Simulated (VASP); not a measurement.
# HfN (vib) (Fm-3m) in VASP: vibrations by perturbation theory with LDA

Aim: the vibrations by perturbation theory of HfN (vib) with LDA.

All numbers are computed with VASP 6.6.1; they aren't measurements. Logs are shortened: lines on timing, memory, paths and dates and some standing lists are left out, and cuts for length are marked.

## 1. The cell of the first run

Symmetry: Fm-3m, No. 225, cubic system. Conventional cell: a = 4.469 Å, b = 4.469 Å, c = 4.469 Å, α = 90.00°, β = 90.00°, γ = 90.00°. Hf (site symmetry m-3m) has 6 N at 2.23 Å within 3.0 Å. Within 3.0 Å of N (site symmetry m-3m) lie 6 Hf at 2.23 Å.

## 2. Vibrations by perturbation theory, LDA

INCAR reads:

```
PREC     = Accurate       # precision mode
ENCUT    = 600            # plane-wave cutoff, eV
EDIFF    = 1E-8           # SCF threshold, eV
ISMEAR   = -1             # smearing method
SIGMA    = 0.15           # smearing width, eV
LREAL    = F              # projectors in reciprocal space
LASPH    = T              # aspherical terms in the spheres
NELM     = 120            # most SCF steps
ALGO     = Normal         # electronic algorithm
ISIF     = 2              # what is computed and relaxed
LWAVE    = F              # write WAVECAR
LCHARG   = F              # write CHGCAR
GGA      = CA             # functional
NBANDS   = 14             # bands
IBRION   = 8              # ionic algorithm
NSW      = 1              # ionic steps
GGA_COMPAT= F
```

KPOINTS reads:

```
regular mesh
0
Gamma
  12 12 12
```

POSCAR reads:

```
HfN
1.0
    0.0000000000      2.2343350229      2.2343350229
    2.2343350229      0.0000000000      2.2343350229
    2.2343350229      2.2343350229      0.0000000000
Hf N
1 1
Direct
    0.0000000000      0.0000000000      0.0000000000
    0.5000000000      0.5000000000      0.5000000000
```

Potentials or basis: VASP PAW LDA potentials, release 64 (Hf_pv, N).

The run is started by

```bash
cat potpaw_LDA.64/Hf_pv/POTCAR potpaw_LDA.64/N/POTCAR > POTCAR
mpirun -np 1 vasp_std > vasp.out
```

OUTCAR:

```text
PREC = Accurate
   ENCUT = 600
   EDIFF = 1E-8
   ISMEAR = -1
   LREAL = F
   LASPH = T
   NELM = 120
   ISIF = 2
   GGA = CA
   IBRION = 8
   NSW = 1

 ion  position               nearest neighbor table
   1  0.000  0.000  0.000-   2 2.23   2 2.23   2 2.23   2 2.23   2 2.23   2 2.23
   2  0.500  0.500  0.500-   1 2.23   1 2.23   1 2.23   1 2.23   1 2.23   1 2.23

  LATTYP: Found a face centered cubic cell.
 ALAT       =     4.4686700458

  Lattice vectors:

 A1 = (   0.0000000000,   2.2343350229,   2.2343350229)
 A2 = (   2.2343350229,   0.0000000000,   2.2343350229)
 A3 = (   2.2343350229,   2.2343350229,   0.0000000000)

Analysis of symmetry for initial positions (statically):
=====================================================================
 Subroutine PRICEL returns:
 Original cell was already a primitive cell.

 Routine SETGRP: Setting up the symmetry group for a
 face centered cubic supercell.

 Subroutine GETGRP returns: Found 48 space group operations
 (whereof 48 operations were pure point group operations)
 out of a pool of 48 trial point group operations.

The static configuration has the point symmetry O_h .

Analysis of symmetry for dynamics (positions and initial velocities):
=====================================================================
 Subroutine PRICEL returns:
 Original cell was already a primitive cell.

 Routine SETGRP: Setting up the symmetry group for a
 face centered cubic supercell.

 Subroutine GETGRP returns: Found 48 space group operations
 (whereof 48 operations were pure point group operations)
 out of a pool of 48 trial point group operations.

The dynamic configuration has the point symmetry O_h .

 Subroutine INISYM returns: Found 48 space group operations
 (whereof 48 operations are pure point group operations),
 and found     1 'primitive' translations

----------------------------------------------------------------------------------------

                                     Primitive cell

  volume of cell :      22.3087

  direct lattice vectors                    reciprocal lattice vectors
     0.000000000  2.234335023  2.234335023    -0.223780228  0.223780228  0.223780228
     2.234335023  0.000000000  2.234335023     0.223780228 -0.223780228  0.223780228
     2.234335023  2.234335023  0.000000000     0.223780228  0.223780228 -0.223780228

  length of vectors
     3.159826892  3.159826892  3.159826892     0.387598724  0.387598724  0.387598724

  position of ions in fractional coordinates (direct lattice)
     0.000000000  0.000000000  0.000000000
     0.500000000  0.500000000  0.500000000

  ion indices of the primitive-cell ions
   primitive index   ion index
                 1           1
                 2           2

----------------------------------------------------------------------------------------

 KPOINTS: regular mesh

Automatic generation of k-mesh.
 Grid dimensions read from file:
 generate k-points for:   12   12   12

 Generating k-lattice:

  Cartesian coordinates                     Fractional coordinates (reciprocal lattice)
    -0.018648352  0.018648352  0.018648352     0.083333333  0.000000000  0.000000000
     0.018648352 -0.018648352  0.018648352     0.000000000  0.083333333  0.000000000
     0.018648352  0.018648352 -0.018648352     0.000000000  0.000000000  0.083333333

  Length of vectors
     0.032299894  0.032299894  0.032299894

  Shift w.r.t. Gamma in fractional coordinates (k-lattice)
     0.000000000  0.000000000  0.000000000

 Subroutine IBZKPT returns following result:
 ===========================================

 Found     72 irreducible k-points:

 Following reciprocal coordinates:
            Coordinates               Weight
  0.000000  0.000000  0.000000      1.000000
  0.083333  0.000000  0.000000      8.000000
  0.166667  0.000000  0.000000      8.000000
  0.250000  0.000000  0.000000      8.000000
  0.333333  0.000000  0.000000      8.000000
  0.416667  0.000000  0.000000      8.000000
[... 16 lines left out ...]
  0.500000  0.166667  0.000000     24.000000
 -0.416667  0.166667  0.000000     24.000000
 [... further k-points ...]
   k-points           NKPTS =     72   k-points in BZ     NKDIM =     72   number of bands    NBANDS=     14
   number of dos      NEDOS =    301   number of ions     NIONS =      2
   total plane-waves  NPLWV =  21952
   dimension x,y,z NGX =    28 NGY =   28 NGZ =   28
[... 20 lines left out ...]
   ISIF   =      2    stress and relaxation
   ISYM   =      2    0-nonsym 1-usesym 2-fastsym
   POTIM  = 0.5000    time-step for ionic-motion
   TEBEG  =    0.0;   TEEND  =   0.0 temperature during run
   PSTRESS=    0.0 pullay stress
   NELECT =      15.0000    total number of electrons
   NUPDOWN=      -1.0000    fix difference up-down
   EMIN   =  10.00;   EMAX   =-10.00  energy-range for DOS
   EFERMI =   0.00;   METHOD = LEGACY
   ISMEAR =    -1;   SIGMA  =   0.15  broadening in eV -4-tet -1-fermi 0-gaus
   EFERMI_NEDOS =   21; number of points for ismear=-14 and -15
   IALGO  =     38    algorithm
   IMIX   =      4    mixing-type and parameters
     AMIX     =   0.40;   BMIX     =  1.00
     AMIX_MAG =   1.60;   BMIX_MAG =  1.00
  volume/ion in A,a.u.               =      11.15        75.27
  Fermi-wavevector in a.u.,A,eV,Ry     =   1.434213  2.710269 27.986730  2.056967
  Thomas-Fermi vector in A             =   2.553646
   LORBIT       =      0    0 simple, 1 ext, 2 COOP (PROOUT), +10 PAW based schemes
   GGA     = CA    functional components
   LHFCALC =     F    Hartree Fock is set to
   AEXX    =    0.0000 exact exchange contribution
   IVDW    =     0    specifies the selected vdW correction
   LEPSILON=     F    determine dielectric tensor
   LRPA    =     F    only Hartree local field effects (RPA)
 non-spin polarized calculation
  energy-cutoff  :      600.00
  volume of cell :       22.31
 maximum number of plane-waves:       757
 NGX is ok and might be reduce to    28
   NGX = 13   NGY = 13   NGZ = 13

--------------------------------------- Ionic step        1  -------------------------------------------

 number of electron      15.0000001 magnetization

 Free energy of the ion-electron system (eV)
  ---------------------------------------------------
  ext. energy  EPLUGINS =         0.00000000
  ---------------------------------------------------
  free energy    TOTEN  =       -23.89490284 eV

  energy without entropy =      -23.85678963  energy(sigma->0) =      -23.87584623

 E-fermi :   8.4867     XC(G=0): -13.1503

 val. band max:        8.4102151902   @ k =  -0.0833   0.0833   0.0000
 cond. band min:       8.5832209637   @ k =  -0.1667   0.2500   0.0833
 fundamental gap:      0.1730057735
 Fermi energy:         8.4867319705

 k-point     1 :       0.0000    0.0000    0.0000
  band No.  band energies     occupation
      1     -22.3098      2.00000
      2     -22.3098      2.00000
      3     -22.3098      2.00000
      4      -8.9313      2.00000
      5       5.5078      2.00000
      6       5.5078      2.00000
      7       5.5078      2.00000
      8       8.0861      1.87053
      9       8.0861      1.87053
     10       8.0861      1.87053
     11      10.4855      0.00000
     12      10.4855      0.00000
     13      10.8091      0.00000
     14      18.2242      0.00000
[... 377 lines left out ...]
      1     -23.2992      2.00000
      2     -22.6043      2.00000
      3     -22.4470      2.00000
      4      -6.3331      2.00000
      5       0.2074      2.00000
      6       2.4582      2.00000
      7       2.6006      2.00000
      8      10.6827      0.00000
      9      11.4254      0.00000
     10      12.0989      0.00000
     11      15.0687      0.00000
     12      17.4122      0.00000
     13      17.5014      0.00000
     14      19.7972      0.00000

 [... further k-points ...]
[... 5 lines left out ...]
  --------------------------------------------------------------------------------------
  -------------------------------------------------------------------------------------
  Total       -0.1814948     -0.1814948     -0.1814948      0.0000000     -0.0000000      0.0000000
  in kB      -13.0346687    -13.0346687    -13.0346687      0.0000000     -0.0000000      0.0000000
  external PRESSURE =     -13.0346687 kB  Pullay stress =       0.0000000 kB

 VOLUME and BASIS-vectors are now :
 -----------------------------------------------------------------------------
  energy-cutoff  :      600.00
  volume of cell :       22.31
      direct lattice vectors                 reciprocal lattice vectors
     0.000000000  2.234335023  2.234335023    -0.223780228  0.223780228  0.223780228
     2.234335023  0.000000000  2.234335023     0.223780228 -0.223780228  0.223780228
     2.234335023  2.234335023  0.000000000     0.223780228  0.223780228 -0.223780228

 POSITION                                       TOTAL-FORCE (eV/Angst)
 -----------------------------------------------------------------------------------
      0.00000      0.00000      0.00000        -0.000000     -0.000000     -0.000000
      2.23434      2.23434      2.23434         0.000000      0.000000      0.000000
 -----------------------------------------------------------------------------------
    total drift:                                0.000000      0.000000      0.000000

  FREE ENERGIE OF THE ION-ELECTRON SYSTEM (eV)
  ---------------------------------------------------
  free  energy   TOTEN  =       -23.8949028423 eV

  energy  without entropy=      -23.8567896262  energy(sigma->0) =      -23.87584623

[... ionic steps 2 to 3 ...]

--------------------------------------- Ionic step        4  -------------------------------------------

------------------------ aborting loop because EDIFF is reached ----------------------------------------

[... ionic steps 5 to 6 ...]

--------------------------------------- Ionic step        7  -------------------------------------------

 Free energy of the ion-electron system (eV)
  ---------------------------------------------------
  ---------------------------------------------------
  free energy    TOTEN  =        -0.22995902 eV

  energy without entropy =       -0.22995902

------------------------ aborting loop because EDIFF is reached ----------------------------------------

 INTERNAL STRAIN TENSOR  FOR ION    2  DIRECTION 1   (eV/Angst):
 -----------------------------------------------------------------------------
     0.09822 -0.00000  0.00000
    -0.00000 -0.05123 -0.00000
     0.00000 -0.00000 -0.05123

 INTERNAL STRAIN TENSOR FOR ION    2 for displacements in x,y,z  (eV/Angst):
          X           Y           Z          XY          YZ          ZX
  --------------------------------------------------------------------------------
  x     0.00000     0.00000     0.00000     0.00000     0.00000     0.00000
  y     0.00000     0.00000     0.00000     0.00000     0.00000     0.00000
  z     0.00000     0.00000     0.00000     0.00000     0.00000     0.00000

 SECOND DERIVATIVES (NOT SYMMETRIZED)
 ------------------------------------
               1X          1Y          1Z          2X          2Y          2Z
  1X   -12.961253    0.000000    0.000000   12.961253    0.000000    0.000000
  1Y     0.000000  -12.961253    0.000000    0.000000   12.961253    0.000000
  1Z     0.000000    0.000000  -12.961253    0.000000    0.000000   12.961253
  2X    12.963066    0.000000    0.000000  -12.963066    0.000000    0.000000
  2Y     0.000000   12.963066    0.000000    0.000000  -12.963066    0.000000
  2Z     0.000000    0.000000   12.963066    0.000000    0.000000  -12.963066

 Eigenvectors and eigenvalues of the dynamical matrix
 ----------------------------------------------------

   1 f  =   15.621442 THz    98.152416 2PiTHz  521.075224 cm-1    64.605065 meV
             X         Y         Z           dx          dy          dz
      0.000000  0.000000  0.000000     0.000000    0.269678    0.000000
      2.234335  2.234335  2.234335     0.000000   -0.962950    0.000000
[... 21 lines left out ...]
   6 f/i=    0.000284 THz     0.001783 2PiTHz    0.009465 cm-1     0.001173 meV
             X         Y         Z           dx          dy          dz
      0.000000  0.000000  0.000000     0.000000   -0.962950    0.000000
      2.234335  2.234335  2.234335     0.000000   -0.269678    0.000000

--------------------------------------------------------------------------------------------------------

 ELASTIC MODULI CONTR FROM IONIC RELAXATION (kBar)
 Direction    XX          YY          ZZ          XY          YZ          ZX
 --------------------------------------------------------------------------------
 XX           0.0000      0.0000      0.0000      0.0000      0.0000      0.0000
 YY           0.0000      0.0000      0.0000      0.0000      0.0000      0.0000
 ZZ           0.0000      0.0000      0.0000      0.0000      0.0000      0.0000
 XY           0.0000      0.0000      0.0000      0.0000      0.0000      0.0000
 YZ           0.0000      0.0000      0.0000      0.0000      0.0000      0.0000
 ZX           0.0000      0.0000      0.0000      0.0000      0.0000      0.0000
 --------------------------------------------------------------------------------
```

Wall time 6.3 min (1 thread of Intel Xeon 8259CL, shared host); peak memory 0.28 GiB.

What came out:

```yaml
Highest_phonon_frequency_at_Γ_LO-TO_splitting_left_out: 521 cm⁻¹
```

Phonon frequencies in cm⁻¹ (negative: imaginary):
| q point | frequencies |
| --- | --- |
| (0.000, 0.000, 0.000) | 0 0 0 521 521 521 |

Caveat: the cell wasn't relaxed at this level first, which shifts response properties; spin-orbit coupling is left out, which moves the levels of the heavy elements.
